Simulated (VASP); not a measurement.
# Nb2Ru (Fmmm) in VASP: relaxation of cell and atoms with LDA

Aim: the relaxation of cell and atoms of Nb2Ru with LDA.

Program: VASP 6.6.1. These are calculated values, not measurements. Logs are shortened: lines on timing, memory, paths and dates and some standing lists are left out, and cuts for length are marked.

**1. The cell of the first run**

Symmetry: Fmmm, No. 69, orthorhombic system. The conventional cell has a = 3.268 Å, b = 4.639 Å, c = 13.198 Å, α = 90.00°, β = 90.00°, γ = 90.00°. Within 3.5 Å of Nb (site symmetry mm2) lie 4 Ru at 2.68 to 3.14 Å and 10 Nb at 2.84 to 3.31 Å. Ru (site symmetry mmm) has 8 Nb at 2.68 to 3.14 Å and 6 Ru at 2.84 to 3.27 Å within 3.5 Å.

**2. Relaxation of cell and atoms, LDA**

INCAR

```
ALGO     = Normal         # electronic algorithm
EDIFF    = 1E-7           # SCF threshold, eV
EDIFFG   = -0.005         # ionic threshold
ENCUT    = 500            # plane-wave cutoff, eV
GGA_COMPAT= F            
IBRION   = 2              # ionic algorithm
ISIF     = 3              # what is computed and relaxed
ISMEAR   = 0              # smearing method
LASPH    = T              # aspherical terms in the spheres
LCHARG   = F              # write CHGCAR
LREAL    = F              # projectors in reciprocal space
LWAVE    = F              # write WAVECAR
NELM     = 120            # most SCF steps
NELMIN   = 4            
NSW      = 70             # ionic steps
PREC     = Accurate       # precision mode
SIGMA    = 0.1            # smearing width, eV
```

KPOINTS

```
k-points
0
Gamma
  16 16 16
```

POSCAR

```
Nb2Ru
1.0
    0.0000000000      2.3193753492      6.5991225607
    1.6341388455      0.0000000000      6.5991225607
    1.6341388455      2.3193753492      0.0000000000
Nb Ru
2 1
Direct
    0.3394431649      0.3394431649      0.6605568351
    0.6605568351      0.6605568351      0.3394431649
    0.0000000000      0.0000000000      0.0000000000
```

Potentials or basis: VASP PAW LDA potentials, release 64 (Nb_sv, Ru_pv).

Launch:

```sh
$ cat potpaw_LDA.64/Nb_sv/POTCAR potpaw_LDA.64/Ru_pv/POTCAR > POTCAR
$ mpirun -np 1 vasp_std > vasp.out
```

OUTCAR:

```text
EDIFF = 1E-7
   EDIFFG = -0.005
   ENCUT = 500
   IBRION = 2
   ISIF = 3
   ISMEAR = 0
   LASPH = T
   LREAL = F
   NELM = 120
   NELMIN = 4
   NSW = 70
   PREC = Accurate

 ion  position               nearest neighbor table
   1  0.339  0.339  0.661-   3 2.68   3 2.68   2 2.87   2 2.87   3 3.14   3 3.14
   2  0.661  0.661  0.339-   3 2.68   3 2.68   1 2.87   1 2.87   3 3.14   3 3.14
   3  0.000  0.000  0.000-   2 2.68   2 2.68   1 2.68   1 2.68   1 3.14   2 3.14   2 3.14   1 3.14

  LATTYP: Found a face centered orthorhombic cell.
 ALAT       =     3.2682776910
 B/A-ratio  =     1.4193257541
 C/A-ratio  =     4.0382875536

  Lattice vectors:

 A1 = (   0.0000000000,   2.3193753492,   6.5991225607)
 A2 = (   1.6341388455,   0.0000000000,   6.5991225607)
 A3 = (   1.6341388455,   2.3193753492,   0.0000000000)

Analysis of symmetry for initial positions (statically):
=====================================================================
 Subroutine PRICEL returns:
 Original cell was already a primitive cell.

 Routine SETGRP: Setting up the symmetry group for a
 face centered orthorhombic supercell.

 Subroutine GETGRP returns: Found  8 space group operations
 (whereof  8 operations were pure point group operations)
 out of a pool of  8 trial point group operations.

The static configuration has the point symmetry D_2h.

Analysis of symmetry for dynamics (positions and initial velocities):
=====================================================================
 Subroutine PRICEL returns:
 Original cell was already a primitive cell.

 Routine SETGRP: Setting up the symmetry group for a
 face centered orthorhombic supercell.

 Subroutine GETGRP returns: Found  8 space group operations
 (whereof  8 operations were pure point group operations)
 out of a pool of  8 trial point group operations.

The dynamic configuration has the point symmetry D_2h.

 Subroutine INISYM returns: Found  8 space group operations
 (whereof  8 operations are pure point group operations),
 and found     1 'primitive' translations

----------------------------------------------------------------------------------------

                                     Primitive cell

  volume of cell :      50.0237

  direct lattice vectors                    reciprocal lattice vectors
     0.000000000  2.319375349  6.599122561    -0.305971553  0.215575284  0.075767649
     1.634138846  0.000000000  6.599122561     0.305971553 -0.215575284  0.075767649
     1.634138846  2.319375349  0.000000000     0.305971553  0.215575284 -0.075767649

  length of vectors
     6.994849575  6.798443082  2.837236644     0.381879603  0.381879603  0.381879603

  position of ions in fractional coordinates (direct lattice)
     0.339443165  0.339443165  0.660556835
     0.660556835  0.660556835  0.339443165
     0.000000000  0.000000000  0.000000000

  ion indices of the primitive-cell ions
   primitive index   ion index
                 1           1
                 2           2
                 3           3

----------------------------------------------------------------------------------------

 KPOINTS: k-points

Automatic generation of k-mesh.
 Grid dimensions read from file:
 generate k-points for:   16   16   16

 Generating k-lattice:

  Cartesian coordinates                     Fractional coordinates (reciprocal lattice)
    -0.019123222  0.013473455  0.004735478     0.062500000  0.000000000  0.000000000
     0.019123222 -0.013473455  0.004735478     0.000000000  0.062500000 -0.000000000
     0.019123222  0.013473455 -0.004735478     0.000000000 -0.000000000  0.062500000

  Length of vectors
     0.023867475  0.023867475  0.023867475

  Shift w.r.t. Gamma in fractional coordinates (k-lattice)
     0.000000000  0.000000000  0.000000000

 Subroutine IBZKPT returns following result:
 ===========================================

 Found    621 irreducible k-points:

 Following reciprocal coordinates:
            Coordinates               Weight
  0.000000  0.000000  0.000000      1.000000
  0.062500 -0.000000 -0.000000      8.000000
  0.125000 -0.000000 -0.000000      8.000000
  0.187500 -0.000000  0.000000      8.000000
  0.250000 -0.000000 -0.000000      8.000000
  0.312500  0.000000  0.000000      8.000000
[... 16 lines left out ...]
 -0.125000  0.062500 -0.000000      8.000000
 -0.062500  0.062500  0.000000      4.000000
 [... further k-points ...]
   k-points           NKPTS =    621   k-points in BZ     NKDIM =    621   number of bands    NBANDS=     24
   number of dos      NEDOS =    301   number of ions     NIONS =      3
   total plane-waves  NPLWV =  64800
   dimension x,y,z NGX =    54 NGY =   50 NGZ =   24
   dimension x,y,z NGXF=   108 NGYF=  100 NGZF=   48
   ions per type =               2   1
   NGX,Y,Z   is equivalent  to a cutoff of  12.83, 12.23, 14.06 a.u.
   NGXF,Y,Z  is equivalent  to a cutoff of  25.67, 24.45, 28.13 a.u.
 SYSTEM =  unknown system
   PREC   = accura    normal or accurate (medium, high low for compatibility)
   ISTART =      0    job   : 0-new  1-cont  2-samecut
   ICHARG =      2    charge: 1-file 2-atom 10-const
   ISPIN  =      1    spin polarized calculation?
   LNONCOLLINEAR =      F non collinear calculations
   LSORBIT =      F    spin-orbit coupling
   LASPH  =      T    aspherical Exc in radial PAW
   ENCUT  =  500.0 eV  36.75 Ry    6.06 a.u.  12.75 12.40  5.17*2*pi/ulx,y,z
   NELM   =    120;   NELMIN=  4; NELMDL= -5     # of ELM steps
   EDIFF  = 0.1E-06   stopping-criterion for ELM
   LREAL  =      F    real-space projection
   EDIFFG = -.5E-02   stopping-criterion for IOM
   NSW    =     70    number of steps for IOM
   IBRION =      2    ionic relax: 0-MD 1-quasi-New 2-CG
   NFREE  =      1    steps in history (QN), initial steepest desc. (CG)
   ISIF   =      3    stress and relaxation
   ISYM   =      2    0-nonsym 1-usesym 2-fastsym
   POTIM  = 0.5000    time-step for ionic-motion
   TEBEG  =    0.0;   TEEND  =   0.0 temperature during run
   PSTRESS=    0.0 pullay stress
   NELECT =      40.0000    total number of electrons
   NUPDOWN=      -1.0000    fix difference up-down
   EMIN   =  10.00;   EMAX   =-10.00  energy-range for DOS
   EFERMI =   0.00;   METHOD = LEGACY
   ISMEAR =     0;   SIGMA  =   0.10  broadening in eV -4-tet -1-fermi 0-gaus
   EFERMI_NEDOS =   21; number of points for ismear=-14 and -15
   IALGO  =     38    algorithm
   IMIX   =      4    mixing-type and parameters
     AMIX     =   0.40;   BMIX     =  1.00
     AMIX_MAG =   1.60;   BMIX_MAG =  1.00
  volume/ion in A,a.u.               =      16.67       112.53
  Fermi-wavevector in a.u.,A,eV,Ry     =   1.519507  2.871452 31.414521  2.308902
  Thomas-Fermi vector in A             =   2.628484
   LORBIT       =      0    0 simple, 1 ext, 2 COOP (PROOUT), +10 PAW based schemes
   GGA     = CA    functional components
   LHFCALC =     F    Hartree Fock is set to
   AEXX    =    0.0000 exact exchange contribution
   IVDW    =     0    specifies the selected vdW correction
   LEPSILON=     F    determine dielectric tensor
   LRPA    =     F    only Hartree local field effects (RPA)
 conjugate gradient relaxation of ions
 non-spin polarized calculation
 Gauss-broadening in eV      SIGMA  =   0.10
  energy-cutoff  :      500.00
  volume of cell :       50.02
 maximum number of plane-waves:      1288
 NGX is ok and might be reduce to    54
   NGX = 25   NGY = 25   NGZ = 11

--------------------------------------- Ionic step        1  -------------------------------------------

 number of electron      39.9999999 magnetization

 Free energy of the ion-electron system (eV)
  ---------------------------------------------------
  ext. energy  EPLUGINS =         0.00000000
  ---------------------------------------------------
  free energy    TOTEN  =       -33.31440455 eV

  energy without entropy =      -33.29805406  energy(sigma->0) =      -33.30622931

------------------------ aborting loop because EDIFF is reached ----------------------------------------

  FORCE on cell =-STRESS in cart. coord.  units (eV):
  Direction    XX          YY          ZZ          XY          YZ          ZX
  --------------------------------------------------------------------------------------
  -------------------------------------------------------------------------------------
  Total       -3.5509835     -3.4411464     -3.6651792     -0.0000000      0.0000000      0.0000000
  in kB     -113.7321005   -110.2142011   -117.3895975     -0.0000000      0.0000000      0.0000000
  external PRESSURE =    -113.7786330 kB  Pullay stress =       0.0000000 kB
[... 92 lines left out ...]
  FREE ENERGIE OF THE ION-ELECTRON SYSTEM (eV)
  ---------------------------------------------------
  free  energy   TOTEN  =       -33.4098251760 eV

  energy  without entropy=      -33.3941983719  energy(sigma->0) =      -33.40201177

[... ionic steps 4 to 10 ...]

--------------------------------------- Ionic step       11  -------------------------------------------

 number of electron      39.9999998 magnetization

------------------------ aborting loop because EDIFF is reached ----------------------------------------

  FORCE on cell =-STRESS in cart. coord.  units (eV):
  Direction    XX          YY          ZZ          XY          YZ          ZX
  --------------------------------------------------------------------------------------
  -------------------------------------------------------------------------------------
  Total       -0.0003284     -0.0118376      0.0016576     -0.0000000      0.0000000      0.0000000
  in kB       -0.0110945     -0.3998876      0.0559943     -0.0000000      0.0000000      0.0000000
  external PRESSURE =      -0.1183293 kB  Pullay stress =       0.0000000 kB
[... 59 lines left out ...]
  energy  without entropy=      -33.3948584070  energy(sigma->0) =      -33.40275710

--------------------------------------- Ionic step       13  -------------------------------------------

 number of electron      39.9999998 magnetization

 Free energy of the ion-electron system (eV)
  ---------------------------------------------------
  ext. energy  EPLUGINS =         0.00000000
  ---------------------------------------------------
  free energy    TOTEN  =       -33.41065516 eV

  energy without entropy =      -33.39484934  energy(sigma->0) =      -33.40275225

 E-fermi :  12.2996     XC(G=0): -13.4261

 val. band max:       12.2995987056   @ k =   0.3750   0.1875   0.1250
 cond. band min:      12.3006022994   @ k =   0.0000   0.0625   0.0625
 fundamental gap:      0.0010035938
 Fermi energy:        12.2996236243

 k-point     1 :       0.0000    0.0000    0.0000
  band No.  band energies     occupation
      1     -42.0638      2.00000
      2     -41.9218      2.00000
      3     -30.3333      2.00000
      4     -30.1242      2.00000
      5     -29.8794      2.00000
      6     -18.7323      2.00000
[... 637 lines left out ...]
     23      13.1073      0.00000
     24      14.7918      0.00000

 [... further k-points ...]

------------------------ aborting loop because EDIFF is reached ----------------------------------------

  FORCE on cell =-STRESS in cart. coord.  units (eV):
  Direction    XX          YY          ZZ          XY          YZ          ZX
  --------------------------------------------------------------------------------------
  -------------------------------------------------------------------------------------
  Total       -0.0088670     -0.0065626      0.0032167     -0.0000000      0.0000000      0.0000000
  in kB       -0.2995174     -0.2216784      0.1086555     -0.0000000      0.0000000      0.0000000
  external PRESSURE =      -0.1375134 kB  Pullay stress =       0.0000000 kB
[... 18 lines left out ...]
  FREE ENERGIE OF THE ION-ELECTRON SYSTEM (eV)
  ---------------------------------------------------
  free  energy   TOTEN  =       -33.4106551560 eV

  energy  without entropy=      -33.3948493386  energy(sigma->0) =      -33.40275225

 reached required accuracy - stopping structural energy minimisation
```

Wall time 1.8 h (1 thread of Intel Xeon 6975P-C (Granite Rapids), shared host); peak memory 0.75 GiB.

What came out:

```
Free energy                           : -33.4107 eV
Relaxed volume                        : 15.81 Å³/atom
Relaxed cell                          : a = 6.888 Å, b = 6.696 Å, c = 2.783 Å, α = 82.07°, β = 74.34°, γ = 23.59°
Space group after relaxing (to 0.1 Å) : Fmmm (No. 69)
Energy gained by relaxing             : 32.1 meV/atom
Ionic steps                           : 13
Pressure after relaxing               : 0.0 GPa
Largest force after relaxing          : 0.005 eV/Å
Band gap on the k mesh                : zero (bands 20 and 21 overlap by 2.02 eV)
```

Forces in eV/Å, atoms in the order of the input:
```
Nb   0.000  0.000 -0.005
Nb   0.000  0.000  0.005
Ru   0.000  0.000  0.000
```

Step by step:
| step | energy change (eV) | largest force (eV/Å) | pressure (GPa) | volume (Å³) |
| --- | --- | --- | --- | --- |
| 1 | 0.0000 | 0.1351 | -11.38 | 50.02 |
| 2 | 0.5056 | 0.7038 | 38.45 | 41.93 |
| 3 | -0.0954 | 0.0330 | -0.61 | 47.57 |
| 4 | -0.0956 | 0.0411 | -0.11 | 47.47 |
| 5 | -0.0956 | 0.0452 | 0.15 | 47.42 |
| 6 | -0.0961 | 0.0048 | 0.17 | 47.40 |
| 7 | -0.0961 | 0.0012 | 0.18 | 47.39 |
| 8 | -0.0961 | 0.0046 | -0.35 | 47.50 |
| 9 | -0.0962 | 0.0026 | -0.07 | 47.44 |
| 10 | -0.0962 | 0.0031 | -0.04 | 47.43 |
| 11 | -0.0963 | 0.0072 | -0.01 | 47.43 |
| 12 | -0.0963 | 0.0065 | -0.01 | 47.43 |
| 13 | -0.0963 | 0.0049 | -0.01 | 47.43 |

Final structure:
```xyz
3
Lattice="0.0000 2.2746 6.5012 1.6037 0.0000 6.5012 1.6037 2.2746 0.0000" Properties=species:S:1:pos:R:3 pbc="T T T"
Nb    1.6037    2.2746    4.4134
Nb    1.6037    2.2746    8.5890
Ru    0.0000    0.0000    0.0000
```

Levels at points of the mesh, in eV from the Fermi level:
```tsv
k point	band 16	band 17	band 18	band 19	band 20	band 21	band 22	band 23	band 24
(0.00, 0.00, 0.00)	-2.08	-1.76	-1.37	-0.62	-0.35	-0.26	0.68	0.92	2.84
(0.50, 0.00, 0.00)	-2.75	-2.09	-0.91	-0.47	-0.05	0.50	2.14	2.86	3.14
(0.50, 0.50, 0.00)	-1.73	-1.48	-1.28	-0.80	-0.37	-0.26	-0.22	1.19	2.39
(0.50, 0.00, 0.50)	-3.66	-3.65	0.61	1.40	1.45	1.77	2.03	2.96	3.01
(0.00, 0.50, 0.50)	-3.10	-1.44	-1.37	-0.99	-0.03	1.45	1.65	4.32	5.09
```
